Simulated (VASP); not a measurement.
# Y5N (P6/mmm) in VASP: relaxation of cell and atoms with PBE

Aim: the relaxation of cell and atoms of Y5N with PBE.

All numbers are computed with VASP 6.6.1; they aren't measurements. Logs are shortened: lines on timing, memory, paths and dates and some standing lists are left out, and cuts for length are marked.

## Step 1: The cell of the first run

Symmetry: P6/mmm, No. 191, hexagonal system. The conventional cell has a = 5.614 Å, b = 5.614 Å, c = 5.957 Å, α = 90.00°, β = 90.00°, γ = 120.00°. Within 3.9 Å of Y (site symmetry 3m) lie 8 Y at 2.95 to 3.57 Å and 3 N at 3.56 Å. Within 3.9 Å of Y (site symmetry 6/mmm) lie 2 N at 2.98 Å and 12 Y at 3.57 Å. Within 3.9 Å of N (site symmetry 6/mmm) lie 14 Y at 2.98 to 3.56 Å.

The cell was generated, and may not be a known phase.

## Step 2: Relaxation of cell and atoms, PBE

File INCAR:

```
SYSTEM = Y5N
ALGO = Fast ; EDIFF = 1E-6
EDIFFG = -0.01 ; ENCUT = 600
GGA = PE ; IBRION = 2
ISIF = 3 ; ISMEAR = 0
LASPH = .True. ; LCHARG = .False.
LREAL = .False. ; LWAVE = .False.
NELM = 60 ; NSW = 100
PREC = Accurate ; SIGMA = 0.1
```

File KPOINTS:

```
k-points
0
Gamma
  12 12 6
  0 0 0
```

File POSCAR:

```
Y5N
1.0
    5.6142086226      0.0000000000      0.0000000000
   -2.8071043113      4.8620472893      0.0000000000
    0.0000000000      0.0000000000      5.9571589471
Y N
5 1
Direct
    0.6666666667      0.3333333333      0.7477057802
    0.0000000000      0.0000000000      0.0000000000
    0.6666666667      0.3333333333      0.2522942198
    0.3333333333      0.6666666667      0.2522942198
    0.3333333333      0.6666666667      0.7477057802
    0.0000000000      0.0000000000      0.5000000000
```

Potentials or basis: VASP PAW PBE potentials, release 64 (Y_sv, N).

Started as:

```console
$ cat potpaw_PBE.64/Y_sv/POTCAR potpaw_PBE.64/N/POTCAR > POTCAR
$ mpirun -np 1 vasp_std > vasp.out
```

OUTCAR:

```text
SYSTEM = Y5N
   EDIFF = 1E-6
   EDIFFG = -0.01
   ENCUT = 600
   GGA = PE
   IBRION = 2
   ISIF = 3
   ISMEAR = 0
   LASPH = .True.
   LREAL = .False.
   NELM = 60
   NSW = 100
   PREC = Accurate

 ion  position               nearest neighbor table
   1  0.667  0.333  0.748-   3 2.95   3 3.01   5 3.24   5 3.24   5 3.24   2 3.57   2 3.57   2 3.57

   2  0.000  0.000  0.000-   6 2.98   6 2.98   4 3.57   5 3.57   1 3.57   3 3.57   4 3.57   5 3.57
                             1 3.57   3 3.57   1 3.57   3 3.57   4 3.57   5 3.57
   3  0.667  0.333  0.252-   1 2.95   1 3.01   4 3.24   4 3.24   4 3.24   2 3.57   2 3.57   2 3.57

   4  0.333  0.667  0.252-   5 2.95   5 3.01   3 3.24   3 3.24   3 3.24   2 3.57   2 3.57   2 3.57

   5  0.333  0.667  0.748-   4 2.95   4 3.01   1 3.24   1 3.24   1 3.24   2 3.57   2 3.57   2 3.57

   6  0.000  0.000  0.500-   2 2.98   2 2.98

  LATTYP: Found a hexagonal cell.
 ALAT       =     5.6142086226
 C/A-ratio  =     1.0610861383

  Lattice vectors:

 A1 = (   5.6142086226,   0.0000000000,   0.0000000000)
 A2 = (  -2.8071043113,   4.8620472893,   0.0000000000)
 A3 = (   0.0000000000,   0.0000000000,   5.9571589471)

Analysis of symmetry for initial positions (statically):
=====================================================================
 Subroutine PRICEL returns:
 Original cell was already a primitive cell.

 Routine SETGRP: Setting up the symmetry group for a
 hexagonal supercell.

 Subroutine GETGRP returns: Found 24 space group operations
 (whereof 24 operations were pure point group operations)
 out of a pool of 24 trial point group operations.

The static configuration has the point symmetry D_6h.

Analysis of symmetry for dynamics (positions and initial velocities):
=====================================================================
 Subroutine PRICEL returns:
 Original cell was already a primitive cell.

 Routine SETGRP: Setting up the symmetry group for a
 hexagonal supercell.

 Subroutine GETGRP returns: Found 24 space group operations
 (whereof 24 operations were pure point group operations)
 out of a pool of 24 trial point group operations.

The dynamic configuration has the point symmetry D_6h.

 Subroutine INISYM returns: Found 24 space group operations
 (whereof 24 operations are pure point group operations),
 and found     1 'primitive' translations

----------------------------------------------------------------------------------------

                                     Primitive cell

  volume of cell :     162.6099

  direct lattice vectors                    reciprocal lattice vectors
     5.614208623  0.000000000  0.000000000     0.178119494  0.102837338  0.000000000
    -2.807104311  4.862047289  0.000000000     0.000000000  0.205674676  0.000000000
     0.000000000  0.000000000  5.957158947     0.000000000  0.000000000  0.167865254

  length of vectors
     5.614208623  5.614208623  5.957158947     0.205674676  0.205674676  0.167865254

  position of ions in fractional coordinates (direct lattice)
     0.666666667  0.333333333  0.747705780
     0.000000000  0.000000000  0.000000000
     0.666666667  0.333333333  0.252294220
     0.333333333  0.666666667  0.252294220
     0.333333333  0.666666667  0.747705780
     0.000000000  0.000000000  0.500000000

  ion indices of the primitive-cell ions
   primitive index   ion index
                 1           1
                 2           2
                 3           3
                 4           4
                 5           5
                 6           6

----------------------------------------------------------------------------------------

 KPOINTS: k-points

Automatic generation of k-mesh.
 Grid dimensions read from file:
 generate k-points for:   12   12    6

 Generating k-lattice:

  Cartesian coordinates                     Fractional coordinates (reciprocal lattice)
     0.014843291  0.008569778  0.000000000     0.083333333  0.000000000  0.000000000
     0.000000000  0.017139556  0.000000000     0.000000000  0.083333333  0.000000000
     0.000000000  0.000000000  0.027977542     0.000000000  0.000000000  0.166666667

  Length of vectors
     0.017139556  0.017139556  0.027977542

  Shift w.r.t. Gamma in fractional coordinates (k-lattice)
     0.000000000  0.000000000  0.000000000

 Subroutine IBZKPT returns following result:
 ===========================================

 Found     76 irreducible k-points:

 Following reciprocal coordinates:
            Coordinates               Weight
  0.000000  0.000000  0.000000      1.000000
  0.083333 -0.000000  0.000000      6.000000
  0.166667  0.000000  0.000000      6.000000
  0.250000 -0.000000  0.000000      6.000000
  0.333333  0.000000  0.000000      6.000000
  0.416667 -0.000000  0.000000      6.000000
[... 16 lines left out ...]
  0.250000 -0.000000  0.166667     12.000000
  0.333333  0.000000  0.166667     12.000000
 [... further k-points ...]
   k-points           NKPTS =     76   k-points in BZ     NKDIM =     76   number of bands    NBANDS=     36
   number of dos      NEDOS =    301   number of ions     NIONS =      6
   total plane-waves  NPLWV = 110592
   dimension x,y,z NGX =    48 NGY =   48 NGZ =   48
   dimension x,y,z NGXF=    96 NGYF=   96 NGZF=   96
   ions per type =               5   1
   NGX,Y,Z   is equivalent  to a cutoff of  14.21, 14.21, 13.40 a.u.
   NGXF,Y,Z  is equivalent  to a cutoff of  28.43, 28.43, 26.79 a.u.
 SYSTEM =  Y5N
   PREC   = accura    normal or accurate (medium, high low for compatibility)
   ISTART =      0    job   : 0-new  1-cont  2-samecut
   ICHARG =      2    charge: 1-file 2-atom 10-const
   ISPIN  =      1    spin polarized calculation?
   LNONCOLLINEAR =      F non collinear calculations
   LSORBIT =      F    spin-orbit coupling
   LASPH  =      T    aspherical Exc in radial PAW
   ENCUT  =  600.0 eV  44.10 Ry    6.64 a.u.  11.21 11.21 11.90*2*pi/ulx,y,z
   NELM   =     60;   NELMIN=  2; NELMDL= -5     # of ELM steps
   EDIFF  = 0.1E-05   stopping-criterion for ELM
   LREAL  =      F    real-space projection
   EDIFFG = -.1E-01   stopping-criterion for IOM
   NSW    =    100    number of steps for IOM
   IBRION =      2    ionic relax: 0-MD 1-quasi-New 2-CG
   NFREE  =      1    steps in history (QN), initial steepest desc. (CG)
   ISIF   =      3    stress and relaxation
   ISYM   =      2    0-nonsym 1-usesym 2-fastsym
   POTIM  = 0.5000    time-step for ionic-motion
   TEBEG  =    0.0;   TEEND  =   0.0 temperature during run
   PSTRESS=    0.0 pullay stress
   NELECT =      60.0000    total number of electrons
   NUPDOWN=      -1.0000    fix difference up-down
   EMIN   =  10.00;   EMAX   =-10.00  energy-range for DOS
   EFERMI =   0.00;   METHOD = LEGACY
   ISMEAR =     0;   SIGMA  =   0.10  broadening in eV -4-tet -1-fermi 0-gaus
   EFERMI_NEDOS =   21; number of points for ismear=-14 and -15
   IALGO  =     68    algorithm
   IMIX   =      4    mixing-type and parameters
     AMIX     =   0.40;   BMIX     =  1.00
     AMIX_MAG =   1.60;   BMIX_MAG =  1.00
  volume/ion in A,a.u.               =      27.10       182.89
  Fermi-wavevector in a.u.,A,eV,Ry     =   1.174202  2.218921 18.759048  1.378751
  Thomas-Fermi vector in A             =   2.310603
   LORBIT       =      0    0 simple, 1 ext, 2 COOP (PROOUT), +10 PAW based schemes
   GGA     = PE    functional components
   LHFCALC =     F    Hartree Fock is set to
   AEXX    =    0.0000 exact exchange contribution
   IVDW    =     0    specifies the selected vdW correction
   LEPSILON=     F    determine dielectric tensor
   LRPA    =     F    only Hartree local field effects (RPA)
 conjugate gradient relaxation of ions
 non-spin polarized calculation
 RMM-DIIS sequential band-by-band and
 Gauss-broadening in eV      SIGMA  =   0.10
  energy-cutoff  :      600.00
  volume of cell :      162.61
 maximum number of plane-waves:      5460
 NGX is ok and might be reduce to    48
   NGX = 23   NGY = 23   NGZ = 23

--------------------------------------- Ionic step        1  -------------------------------------------

 number of electron      60.0000002 magnetization

 Free energy of the ion-electron system (eV)
  ---------------------------------------------------
  ext. energy  EPLUGINS =         0.00000000
  ---------------------------------------------------
  free energy    TOTEN  =       -35.56448998 eV

  energy without entropy =      -35.50503976  energy(sigma->0) =      -35.53476487

------------------------ aborting loop because EDIFF is reached ----------------------------------------

  FORCE on cell =-STRESS in cart. coord.  units (eV):
  Direction    XX          YY          ZZ          XY          YZ          ZX
  --------------------------------------------------------------------------------------
  -------------------------------------------------------------------------------------
  Total       -0.0146810     -0.0146810      0.0497087      0.0000000      0.0000000     -0.0000000
  in kB       -0.1446506     -0.1446506      0.4897742      0.0000000      0.0000000     -0.0000000
  external PRESSURE =       0.0668243 kB  Pullay stress =       0.0000000 kB
[... 225 lines left out ...]
  energy  without entropy=      -35.5093598793  energy(sigma->0) =      -35.53837563

--------------------------------------- Ionic step        7  -------------------------------------------

 number of electron      60.0000000 magnetization

 Free energy of the ion-electron system (eV)
  ---------------------------------------------------
  ext. energy  EPLUGINS =         0.00000000
  ---------------------------------------------------
  free energy    TOTEN  =       -35.56750405 eV

  energy without entropy =      -35.50900372  energy(sigma->0) =      -35.53825389

 E-fermi :   3.2152     XC(G=0):  -9.6855

 val. band max:        3.2139289334   @ k =   0.3333   0.0000   0.1667
 cond. band min:       3.2160095824   @ k =   0.0833   0.0833   0.5000
 fundamental gap:      0.0020806489
 Fermi energy:         3.2152429028

 k-point     1 :       0.0000    0.0000    0.0000
  band No.  band energies     occupation
      1     -39.5928      2.00000
      2     -39.5270      2.00000
      3     -39.4599      2.00000
      4     -39.3715      2.00000
      5     -39.2751      2.00000
      6     -20.3035      2.00000
[... 925 lines left out ...]
     35       4.1393      0.00000
     36       4.2328      0.00000

 [... further k-points ...]

------------------------ aborting loop because EDIFF is reached ----------------------------------------

  FORCE on cell =-STRESS in cart. coord.  units (eV):
  Direction    XX          YY          ZZ          XY          YZ          ZX
  --------------------------------------------------------------------------------------
  -------------------------------------------------------------------------------------
  Total       -0.0291186     -0.0291186     -0.0245223      0.0000000      0.0000000      0.0000000
  in kB       -0.2847383     -0.2847383     -0.2397929      0.0000000      0.0000000      0.0000000
  external PRESSURE =      -0.2697565 kB  Pullay stress =       0.0000000 kB
[... 21 lines left out ...]
  FREE ENERGIE OF THE ION-ELECTRON SYSTEM (eV)
  ---------------------------------------------------
  free  energy   TOTEN  =       -35.5675040487 eV

  energy  without entropy=      -35.5090037236  energy(sigma->0) =      -35.53825389

 reached required accuracy - stopping structural energy minimisation
```

Run time: 2 h. Hardware: 1 thread of Oxide Virtual Turin-like, shared host; peak memory 0.63 GiB.

Results:

```
Free energy                           : -35.5675 eV
Relaxed volume                        : 27.31 Å³/atom
Relaxed cell                          : a = 5.651 Å, b = 5.651 Å, c = 5.924 Å, α = 90.00°, β = 90.00°, γ = 120.00°
Space group after relaxing (to 0.1 Å) : P6/mmm (No. 191)
Energy gained by relaxing             : 0.5 meV/atom
Ionic steps                           : 7
Pressure after relaxing               : 0.0 GPa
Largest force after relaxing          : 0.004 eV/Å
Band gap on the k mesh                : zero (bands 30 and 31 overlap by 0.62 eV)
```

Forces in eV/Å, atoms in the order of the input:
```
Y    0.000  0.000 -0.004
Y    0.000  0.000  0.000
Y    0.000  0.000  0.004
Y    0.000  0.000  0.004
Y    0.000  0.000 -0.004
N    0.000  0.000  0.000
```

Step by step:
```tsv
step	energy change (eV)	largest force (eV/Å)	pressure (GPa)	volume (Å³)
1	0.0000	0.0784	0.01	162.61
2	-0.0010	0.0476	0.03	162.64
3	-0.0014	0.0064	0.07	162.67
4	-0.0021	0.0055	0.02	163.05
5	-0.0028	0.0017	-0.12	164.13
6	-0.0029	0.0073	0.04	163.65
7	-0.0030	0.0040	-0.03	163.85
```

Final structure:
```
Y N
1.0
     5.65104    0.00000    0.00000
    -2.82552    4.89394    0.00000
     0.00000    0.00000    5.92446
Y N
5 1
Direct
  0.66667 0.33333 0.75130
  0.00000 0.00000 0.00000
  0.66667 0.33333 0.24870
  0.33333 0.66667 0.24870
  0.33333 0.66667 0.75130
  0.00000 0.00000 0.50000
```

Levels at points of the mesh, in eV from the Fermi level:
```
           k point  band 27  band 28  band 29  band 30  band 31  band 32  band 33  band 34
(0.00, 0.00, 0.00)    -1.54    -0.66    -0.40     0.38     0.38     0.41     0.41     0.54
(0.50, 0.00, 0.00)    -0.96    -0.94    -0.47    -0.36    -0.14     0.18     0.27     0.46
(0.00, 0.00, 0.50)    -0.96    -0.96     0.08     0.08     0.35     0.35     1.09     1.38
(0.50, 0.00, 0.50)    -0.68    -0.50    -0.43     0.00     0.50     0.61     0.62     0.77
```
